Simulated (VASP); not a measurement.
Wanted: the native input for a VASP 6.6.1 run.

```yaml
Task: single point
Functional: LDA
Potentials_or_basis: VASP PAW LDA potentials, release 64 (Pt)
Cutoff: 520 eV
k_mesh: 14 × 14 × 14
Occupations: methfessel-paxton, width 0.6 eV
Spin: no spin polarisation
Dipole_correction: no
Further_INCAR_settings: ALGO = Normal; EDIFF = 1e-07; NBANDS = 11
```

The structure of Pt lies in POSCAR:

```
Pt
1.0
    0.0000000000      1.9474302061      1.9474302061
    1.9474302061      0.0000000000      1.9474302061
    1.9474302061      1.9474302061      0.0000000000
Pt
1
Direct
    0.0000000000      0.0000000000      0.0000000000
```

These files were run (other wordings do the same):

INCAR

```
SYSTEM = Pt
  PREC = Accurate
  ENCUT = 520
  EDIFF = 1E-7
  ISMEAR = 1
  SIGMA = 0.6
  LREAL = .False.
  LASPH = .True.
  NELM = 80
  ALGO = Normal
  ISIF = 2
  LWAVE = .False.
  LCHARG = .False.
  GGA = CA
  NBANDS = 11
```

KPOINTS

```
regular mesh
0
Gamma
  14 14 14
  0 0 0
```

Potentials or basis: VASP PAW LDA potentials, release 64 (Pt).

Run with:

```bash
$ cat potpaw_LDA.64/Pt/POTCAR > POTCAR
$ mpirun -np 1 vasp_std > vasp.out
```

It gave:

```yaml
Pressure: 0.7 GPa
Band_gap_on_the_k_mesh: zero (band 5 reaches 12.07 eV, above the bottom of band 6 at 9.75 eV)
```

Caveat: spin-orbit coupling is left out, which moves the levels of the heavy elements.

It took 5.8 s on 1 thread of Intel(R) Xeon(R) 6975P-C (Granite Rapids), on a shared host, peak memory 0.13 GiB.
